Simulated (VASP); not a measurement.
Set up this calculation in VASP 6.6.1, as the native input.

```
Task                   : single point
Functional             : PBE
Potentials or basis    : VASP PAW PBE potentials, release 64 (Eu, Be)
Cutoff                 : 520 eV
k mesh                 : 4 × 4 × 4
Occupations            : gaussian, width 0.1 eV
Spin                   : collinear spin, ferromagnetic start
Starting moments       : [7.0, 0.0, 0.0, 0.0, 0.0] μB
Dipole correction      : no
Further INCAR settings : ALGO = Normal; EDIFF = 1e-06; NBANDS = 24
```

The structure of EuBe4 lies in POSCAR:

```
EuBe4
1.0
    4.0944692230      0.0000000000      0.0000000000
    0.0000000000      4.0944692230      0.0000000000
    0.0000000000      0.0000000000      4.0944692230
Eu Be
1 4
Direct
    0.0000000000      0.0000000000      0.0000000000
    0.0000000000      0.5000000000      0.5000000000
    0.5000000000      0.0000000000      0.5000000000
    0.5000000000      0.5000000000      0.0000000000
    0.5000000000      0.5000000000      0.5000000000
```

The input as run:

INCAR

```
ALGO = Normal
EDIFF = 1E-6
ENCUT = 520
GGA = PE
ISIF = 2
ISMEAR = 0
ISPIN = 2
LASPH = T
LCHARG = F
LMAXMIX = 6
LORBIT = 11
LREAL = F
LWAVE = F
MAGMOM = 7 0 0 0 0
NBANDS = 24
NELM = 150
PREC = Accurate
SIGMA = 0.1
```

KPOINTS

```
k-points
0
Gamma
  4 4 4
```

Potentials or basis: VASP PAW PBE potentials, release 64 (Eu, Be).

Launch:

```console
$ cat potpaw_PBE.64/Eu/POTCAR potpaw_PBE.64/Be/POTCAR > POTCAR
$ mpirun -np 1 vasp_std > vasp.out
```

It gave:

```
Pressure                                              : -0.1 GPa
Net moment                                            : 7.07 μB per cell
Site moments                                          : Eu +6.46; Be +0.03, -0.06 μB
Valence electrons inside the program's atomic spheres : Eu 14.78; Be 0.96, 1.25
```

Caveat: the k points lie up to 0.38 Å⁻¹ apart.

Run time: 2.8 min on 1 thread of Oxide Virtual Turin-like Processor, on a shared host, peak memory 0.17 GiB.
